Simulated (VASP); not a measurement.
# HgS (F-43m) in VASP: further runs

The runs below take HgS through single point, with PBEsol.

Everything below comes from runs of VASP 6.6.1. Logs are shortened: lines on timing, memory, paths and dates and some standing lists are left out, and cuts for length are marked.

**1. The cell of the first run**

It takes space group F-43m (No. 216, cubic). The conventional cell has a = 5.858 Å, b = 5.858 Å, c = 5.858 Å, α = 90.00°, β = 90.00°, γ = 90.00°. Within 3.3 Å of Hg (site symmetry -43m) lie 4 S at 2.54 Å. S (site symmetry -43m) has 4 Hg at 2.54 Å within 3.3 Å.

**2. Single point, PBEsol**

Contents of INCAR:

```
ALGO = Normal
EDIFF = 1E-6
ENCUT = 500
GGA = PS
GGA_COMPAT = False
ISIF = 2
ISMEAR = 0
LASPH = True
LCHARG = False
LREAL = False
LWAVE = False
NBANDS = 16
NELM = 120
PREC = Accurate
SIGMA = 0.05
```

Contents of KPOINTS:

```
k-points
0
Gamma
  8 8 8
```

Contents of POSCAR:

```
HgS
1.0
    0.0000000000      2.9289995691      2.9289995691
    2.9289995691      0.0000000000      2.9289995691
    2.9289995691      2.9289995691      0.0000000000
Hg S
1 1
Direct
    0.0000000000      0.0000000000      0.0000000000
    0.7500000000      0.7500000000      0.7500000000
```

Potentials or basis: VASP PAW PBE potentials, release 64 (Hg, S).

Run with:

```sh
$ cat potpaw_PBE.64/Hg/POTCAR potpaw_PBE.64/S/POTCAR > POTCAR
$ mpirun -np 1 vasp_std > vasp.out
```

OUTCAR:

```text
EDIFF = 1E-6
   ENCUT = 500
   GGA = PS
   ISIF = 2
   ISMEAR = 0
   LASPH = True
   LREAL = False
   NELM = 120
   PREC = Accurate

 ion  position               nearest neighbor table
   1  0.000  0.000  0.000-   2 2.54   2 2.54   2 2.54   2 2.54
   2  0.750  0.750  0.750-   1 2.54   1 2.54   1 2.54   1 2.54

  LATTYP: Found a face centered cubic cell.
 ALAT       =     5.8579991382

  Lattice vectors:

 A1 = (   0.0000000000,   2.9289995691,   2.9289995691)
 A2 = (   2.9289995691,   0.0000000000,   2.9289995691)
 A3 = (   2.9289995691,   2.9289995691,   0.0000000000)

Analysis of symmetry for initial positions (statically):
=====================================================================
 Subroutine PRICEL returns:
 Original cell was already a primitive cell.

 Routine SETGRP: Setting up the symmetry group for a
 face centered cubic supercell.

 Subroutine GETGRP returns: Found 24 space group operations
 (whereof 24 operations were pure point group operations)
 out of a pool of 48 trial point group operations.

The static configuration has the point symmetry T_d .

Analysis of symmetry for dynamics (positions and initial velocities):
=====================================================================
 Subroutine PRICEL returns:
 Original cell was already a primitive cell.

 Routine SETGRP: Setting up the symmetry group for a
 face centered cubic supercell.

 Subroutine GETGRP returns: Found 24 space group operations
 (whereof 24 operations were pure point group operations)
 out of a pool of 48 trial point group operations.

The dynamic configuration has the point symmetry T_d .

 Subroutine INISYM returns: Found 24 space group operations
 (whereof 24 operations are pure point group operations),
 and found     1 'primitive' translations

----------------------------------------------------------------------------------------

                                     Primitive cell

  volume of cell :      50.2560

  direct lattice vectors                    reciprocal lattice vectors
     0.000000000  2.928999569  2.928999569    -0.170706751  0.170706751  0.170706751
     2.928999569  0.000000000  2.928999569     0.170706751 -0.170706751  0.170706751
     2.928999569  2.928999569  0.000000000     0.170706751  0.170706751 -0.170706751

  length of vectors
     4.142230915  4.142230915  4.142230915     0.295672766  0.295672766  0.295672766

  position of ions in fractional coordinates (direct lattice)
     0.000000000  0.000000000  0.000000000
     0.750000000  0.750000000  0.750000000

  ion indices of the primitive-cell ions
   primitive index   ion index
                 1           1
                 2           2

----------------------------------------------------------------------------------------

 KPOINTS: k-points

Automatic generation of k-mesh.
 Grid dimensions read from file:
 generate k-points for:    8    8    8

 Generating k-lattice:

  Cartesian coordinates                     Fractional coordinates (reciprocal lattice)
    -0.021338344  0.021338344  0.021338344     0.125000000  0.000000000  0.000000000
     0.021338344 -0.021338344  0.021338344     0.000000000  0.125000000  0.000000000
     0.021338344  0.021338344 -0.021338344     0.000000000  0.000000000  0.125000000

  Length of vectors
     0.036959096  0.036959096  0.036959096

  Shift w.r.t. Gamma in fractional coordinates (k-lattice)
     0.000000000  0.000000000  0.000000000

 Subroutine IBZKPT returns following result:
 ===========================================

 Found     29 irreducible k-points:

 Following reciprocal coordinates:
            Coordinates               Weight
  0.000000  0.000000  0.000000      1.000000
  0.125000  0.000000  0.000000      8.000000
  0.250000  0.000000  0.000000      8.000000
  0.375000  0.000000  0.000000      8.000000
  0.500000  0.000000  0.000000      4.000000
  0.125000  0.125000  0.000000      6.000000
[... 16 lines left out ...]
  0.500000  0.250000  0.125000     48.000000
 -0.375000  0.250000  0.125000     24.000000
 [... further k-points ...]
   k-points           NKPTS =     29   k-points in BZ     NKDIM =     29   number of bands    NBANDS=     16
   number of dos      NEDOS =    301   number of ions     NIONS =      2
   total plane-waves  NPLWV =  27000
   dimension x,y,z NGX =    30 NGY =   30 NGZ =   30
   dimension x,y,z NGXF=    60 NGYF=   60 NGZF=   60
   ions per type =               1   1
   NGX,Y,Z   is equivalent  to a cutoff of  12.04, 12.04, 12.04 a.u.
   NGXF,Y,Z  is equivalent  to a cutoff of  24.08, 24.08, 24.08 a.u.
 SYSTEM =  unknown system
   PREC   = accura    normal or accurate (medium, high low for compatibility)
   ISTART =      0    job   : 0-new  1-cont  2-samecut
   ICHARG =      2    charge: 1-file 2-atom 10-const
   ISPIN  =      1    spin polarized calculation?
   LNONCOLLINEAR =      F non collinear calculations
   LSORBIT =      F    spin-orbit coupling
   LASPH  =      T    aspherical Exc in radial PAW
   ENCUT  =  500.0 eV  36.75 Ry    6.06 a.u.   7.55  7.55  7.55*2*pi/ulx,y,z
   NELM   =    120;   NELMIN=  2; NELMDL= -5     # of ELM steps
   EDIFF  = 0.1E-05   stopping-criterion for ELM
   LREAL  =      F    real-space projection
   EDIFFG = 0.1E-04   stopping-criterion for IOM
   NSW    =      0    number of steps for IOM
   IBRION =     -1    ionic relax: 0-MD 1-quasi-New 2-CG
   NFREE  =      0    steps in history (QN), initial steepest desc. (CG)
   ISIF   =      2    stress and relaxation
   ISYM   =      2    0-nonsym 1-usesym 2-fastsym
   POTIM  = 0.5000    time-step for ionic-motion
   TEBEG  =    0.0;   TEEND  =   0.0 temperature during run
   PSTRESS=    0.0 pullay stress
   NELECT =      18.0000    total number of electrons
   NUPDOWN=      -1.0000    fix difference up-down
   EMIN   =  10.00;   EMAX   =-10.00  energy-range for DOS
   EFERMI =   0.00;   METHOD = LEGACY
   ISMEAR =     0;   SIGMA  =   0.05  broadening in eV -4-tet -1-fermi 0-gaus
   EFERMI_NEDOS =   21; number of points for ismear=-14 and -15
   IALGO  =     38    algorithm
   IMIX   =      4    mixing-type and parameters
     AMIX     =   0.40;   BMIX     =  1.00
     AMIX_MAG =   1.60;   BMIX_MAG =  1.00
  volume/ion in A,a.u.               =      25.13       169.57
  Fermi-wavevector in a.u.,A,eV,Ry     =   1.162616  2.197026 18.390673  1.351676
  Thomas-Fermi vector in A             =   2.299175
   LORBIT       =      0    0 simple, 1 ext, 2 COOP (PROOUT), +10 PAW based schemes
   GGA     = PS    functional components
   LHFCALC =     F    Hartree Fock is set to
   AEXX    =    0.0000 exact exchange contribution
   IVDW    =     0    specifies the selected vdW correction
   LEPSILON=     F    determine dielectric tensor
   LRPA    =     F    only Hartree local field effects (RPA)
 non-spin polarized calculation
 Gauss-broadening in eV      SIGMA  =   0.05
  energy-cutoff  :      500.00
  volume of cell :       50.26
 maximum number of plane-waves:      1299
   NGX = 15   NGY = 15   NGZ = 15

 number of electron      17.9999997 magnetization

 Free energy of the ion-electron system (eV)
  ---------------------------------------------------
  ext. energy  EPLUGINS =         0.00000000
  ---------------------------------------------------
  free energy    TOTEN  =        -5.27481844 eV

  energy without entropy =       -5.27466779  energy(sigma->0) =       -5.27474311

 E-fermi :   2.0120     XC(G=0):  -9.5016

 val. band max:        1.9967336151   @ k =   0.0000   0.0000   0.0000
 cond. band min:       2.7368291931   @ k =   0.1250   0.0000   0.0000
 fundamental gap:      0.7400955780
 Fermi energy:         2.0119623855

 k-point     1 :       0.0000    0.0000    0.0000
  band No.  band energies     occupation
      1     -11.2818      2.00000
      2      -5.1126      2.00000
      3      -5.1126      2.00000
      4      -5.1126      2.00000
      5      -4.1975      2.00000
      6      -4.1975      2.00000
[... 8 lines left out ...]
     15      13.5417      0.00000
     16      13.5417      0.00000

 k-point     2 :       0.1250    0.0000    0.0000
  band No.  band energies     occupation
      1     -11.2046      2.00000
      2      -5.0891      2.00000
      3      -5.0755      2.00000
      4      -5.0755      2.00000
      5      -4.2004      2.00000
      6      -4.2004      2.00000
[... 8 lines left out ...]
     15      12.8844      0.00000
     16      12.8844      0.00000

 k-point     3 :       0.2500    0.0000    0.0000
  band No.  band energies     occupation
      1     -11.0129      2.00000
      2      -4.9934      2.00000
      3      -4.9934      2.00000
      4      -4.9455      2.00000
      5      -4.1918      2.00000
      6      -4.1918      2.00000
[... 8 lines left out ...]
     15      12.5746      0.00000
     16      12.5746      0.00000

 k-point     4 :       0.3750    0.0000    0.0000
  band No.  band energies     occupation
      1     -10.8138      2.00000
      2      -4.9279      2.00000
      3      -4.9279      2.00000
      4      -4.5236      2.00000
      5      -4.1538      2.00000
      6      -4.1538      2.00000
[... 8 lines left out ...]
     15      13.2435      0.00000
     16      13.2435      0.00000

 k-point     5 :       0.5000    0.0000    0.0000
  band No.  band energies     occupation
      1     -10.7294      2.00000
      2      -4.9072      2.00000
      3      -4.9072      2.00000
      4      -4.1272      2.00000
      5      -4.1272      2.00000
      6      -3.7953      2.00000
[... 8 lines left out ...]
     15      14.0799      0.00000
     16      14.0799      0.00000

 k-point     6 :       0.1250    0.1250    0.0000
  band No.  band energies     occupation
      1     -11.1788      2.00000
      2      -5.1252      2.00000
      3      -5.0404      2.00000
      4      -5.0404      2.00000
      5      -4.2304      2.00000
      6      -4.1745      2.00000
[... 8 lines left out ...]
     15      13.1942      0.00000
     16      13.5423      0.00000
[... 267 lines left out ...]
 k-point    21 :       0.5000    0.5000    0.0000
  band No.  band energies     occupation
      1     -10.5449      2.00000
      2      -4.9938      2.00000
      3      -4.4808      2.00000
      4      -4.4808      2.00000
      5      -4.0374      2.00000
      6      -3.7725      2.00000
[... 8 lines left out ...]
     15      13.5610      0.00000
     16      15.0413      0.00000

 k-point    22 :       0.3750    0.2500    0.1250
  band No.  band energies     occupation
      1     -10.8675      2.00000
      2      -5.0021      2.00000
      3      -4.8643      2.00000
      4      -4.7960      2.00000
      5      -4.2403      2.00000
      6      -4.1160      2.00000
[... 8 lines left out ...]
     15      13.6715      0.00000
     16      15.0470      0.00000

 k-point    23 :       0.5000    0.2500    0.1250
  band No.  band energies     occupation
      1     -10.7065      2.00000
      2      -4.8800      2.00000
      3      -4.8075      2.00000
      4      -4.5163      2.00000
      5      -4.1547      2.00000
      6      -4.0594      2.00000
[... 8 lines left out ...]
     15      14.3046      0.00000
     16      14.5497      0.00000

 k-point    24 :      -0.3750    0.2500    0.1250
  band No.  band energies     occupation
      1     -10.6390      2.00000
      2      -4.8550      2.00000
      3      -4.7749      2.00000
      4      -4.2794      2.00000
      5      -4.1700      2.00000
      6      -3.7548      2.00000
[... 8 lines left out ...]
     15      13.8160      0.00000
     16      14.6388      0.00000

 [... further k-points ...]
[... 5 lines left out ...]
  --------------------------------------------------------------------------------------
  -------------------------------------------------------------------------------------
  Total        0.2949537      0.2949537      0.2949537      0.0000000      0.0000000     -0.0000000
  in kB        9.4032177      9.4032177      9.4032177      0.0000000      0.0000000     -0.0000000
  external PRESSURE =       9.4032177 kB  Pullay stress =       0.0000000 kB

 VOLUME and BASIS-vectors are now :
 -----------------------------------------------------------------------------
  energy-cutoff  :      500.00
  volume of cell :       50.26
      direct lattice vectors                 reciprocal lattice vectors
     0.000000000  2.928999569  2.928999569    -0.170706751  0.170706751  0.170706751
     2.928999569  0.000000000  2.928999569     0.170706751 -0.170706751  0.170706751
     2.928999569  2.928999569  0.000000000     0.170706751  0.170706751 -0.170706751

 POSITION                                       TOTAL-FORCE (eV/Angst)
 -----------------------------------------------------------------------------------
      0.00000      0.00000      0.00000         0.000000      0.000000      0.000000
      4.39350      4.39350      4.39350        -0.000000     -0.000000     -0.000000
 -----------------------------------------------------------------------------------
    total drift:                               -0.000000     -0.000000     -0.000000

  FREE ENERGIE OF THE ION-ELECTRON SYSTEM (eV)
  ---------------------------------------------------
  free  energy   TOTEN  =        -5.2748184416 eV

  energy  without entropy=       -5.2746677864  energy(sigma->0) =       -5.27474311
```

It took 19 s on 1 thread of Intel Xeon 6975P-C, shared host; peak memory 0.18 GiB.

What came out:

* Free energy: -5.2748 eV
* Pressure: 0.9 GPa
* Band gap on the k mesh: zero (filled and empty bands touch)

Caveat: the PAW data sets were made with another functional, which shifts forces and pressure a little; spin-orbit coupling is left out, which moves the levels of the heavy elements.

**3. Single point, PBEsol**

This run uses another cell than the first one, of 25.23 Å³/atom, 1.004 times its volume.

Contents of INCAR:

```
PREC = Accurate ; ENCUT = 500
EDIFF = 1E-6 ; ISMEAR = 0
SIGMA = 0.05 ; LREAL = False
LASPH = True ; NELM = 120
ALGO = Normal ; ISIF = 2
LWAVE = False ; LCHARG = True
GGA = PS ; LELF = True
LVHAR = True ; NBANDS = 16
GGA_COMPAT = False
```

Contents of KPOINTS:

```
regular mesh
0
Gamma
  8 8 8
```

Contents of POSCAR:

```
HgS
1.0
    0.0000000000      2.9328997063      2.9328997063
    2.9328997063      0.0000000000      2.9328997063
    2.9328997063      2.9328997063      0.0000000000
Hg S
1 1
Direct
    0.0000000000      0.0000000000      0.0000000000
    0.7500000000      0.7500000000      0.7500000000
```

Potentials or basis: VASP PAW PBE potentials, release 64 (Hg, S).

Run with:

```sh
$ cat potpaw_PBE.64/Hg/POTCAR potpaw_PBE.64/S/POTCAR > POTCAR
$ mpirun -np 1 vasp_std > vasp.out
```

OUTCAR:

```text
PREC = Accurate
   ENCUT = 500
   EDIFF = 1E-6
   ISMEAR = 0
   LREAL = False
   LASPH = True
   NELM = 120
   ISIF = 2
   GGA = PS

 ion  position               nearest neighbor table
   1  0.000  0.000  0.000-   2 2.54   2 2.54   2 2.54   2 2.54
   2  0.750  0.750  0.750-   1 2.54   1 2.54   1 2.54   1 2.54

  LATTYP: Found a face centered cubic cell.
 ALAT       =     5.8657994126

  Lattice vectors:

 A1 = (   0.0000000000,   2.9328997063,   2.9328997063)
 A2 = (   2.9328997063,   0.0000000000,   2.9328997063)
[... 625 lines left out ...]
      4      -4.3013      2.00000
      5      -4.1937      2.00000
      6      -3.7796      2.00000
[... 8 lines left out ...]
     15      13.7704      0.00000
     16      14.5902      0.00000

 [... further k-points ...]
[... 5 lines left out ...]
  --------------------------------------------------------------------------------------
  -------------------------------------------------------------------------------------
  Total        0.2162510      0.2162510      0.2162510      0.0000000     -0.0000000     -0.0000000
  in kB        6.8666829      6.8666829      6.8666829      0.0000000     -0.0000000     -0.0000000
  external PRESSURE =       6.8666829 kB  Pullay stress =       0.0000000 kB

 VOLUME and BASIS-vectors are now :
 -----------------------------------------------------------------------------
  energy-cutoff  :      500.00
  volume of cell :       50.46
      direct lattice vectors                 reciprocal lattice vectors
     0.000000000  2.932899706  2.932899706    -0.170479747  0.170479747  0.170479747
     2.932899706  0.000000000  2.932899706     0.170479747 -0.170479747  0.170479747
     2.932899706  2.932899706  0.000000000     0.170479747  0.170479747 -0.170479747

 POSITION                                       TOTAL-FORCE (eV/Angst)
 -----------------------------------------------------------------------------------
      0.00000      0.00000      0.00000        -0.000000     -0.000000     -0.000000
      4.39935      4.39935      4.39935         0.000000      0.000000      0.000000
 -----------------------------------------------------------------------------------
    total drift:                               -0.000000     -0.000000     -0.000000

  FREE ENERGIE OF THE ION-ELECTRON SYSTEM (eV)
  ---------------------------------------------------
  free  energy   TOTEN  =        -5.2759446184 eV

  energy  without entropy=       -5.2757939616  energy(sigma->0) =       -5.27586929
```

OSZICAR:

```text
N       E                     dE             d eps       ncg     rms          rms(c)
DAV:   1     0.107161569469E+03    0.10716E+03   -0.85991E+03   944   0.989E+02
DAV:   2    -0.169537839393E+01   -0.10886E+03   -0.10066E+03  1064   0.238E+02
DAV:   3    -0.566449147855E+01   -0.39691E+01   -0.39576E+01  1232   0.474E+01
DAV:   4    -0.568895386785E+01   -0.24462E-01   -0.24460E-01  1104   0.378E+00
DAV:   5    -0.568927910075E+01   -0.32523E-03   -0.32523E-03  1216   0.419E-01    0.103E+01
DAV:   6    -0.529175376003E+01    0.39753E+00   -0.67145E-01  1368   0.122E+01    0.794E+00
DAV:   7    -0.527969055863E+01    0.12063E-01   -0.14200E-01  1168   0.275E+00    0.341E+00
DAV:   8    -0.527622712095E+01    0.34634E-02   -0.16601E-02  1072   0.160E+00    0.222E-01
DAV:   9    -0.527591003736E+01    0.31708E-03   -0.14040E-03  1128   0.573E-01    0.616E-02
DAV:  10    -0.527593623972E+01   -0.26202E-04   -0.15591E-04  1080   0.995E-02    0.642E-02
DAV:  11    -0.527594236418E+01   -0.61245E-05   -0.15776E-05  1232   0.461E-02    0.200E-02
DAV:  12    -0.527594463863E+01   -0.22745E-05   -0.57168E-06  1096   0.228E-02    0.955E-03
DAV:  13    -0.527594461836E+01    0.20261E-07   -0.18451E-07   624   0.496E-03
   1 F= -.52759446E+01 E0= -.52758693E+01  d E =-.150657E-03
```

It took 22 s on 1 thread of Intel Xeon 6975P-C, shared host; peak memory 0.18 GiB.

What came out:

* Free energy: -5.2759 eV
* Pressure: 0.7 GPa
* Band gap on the k mesh: zero (filled and empty bands touch)

Caveat: the PAW data sets were made with another functional, which shifts forces and pressure a little; spin-orbit coupling is left out, which moves the levels of the heavy elements.
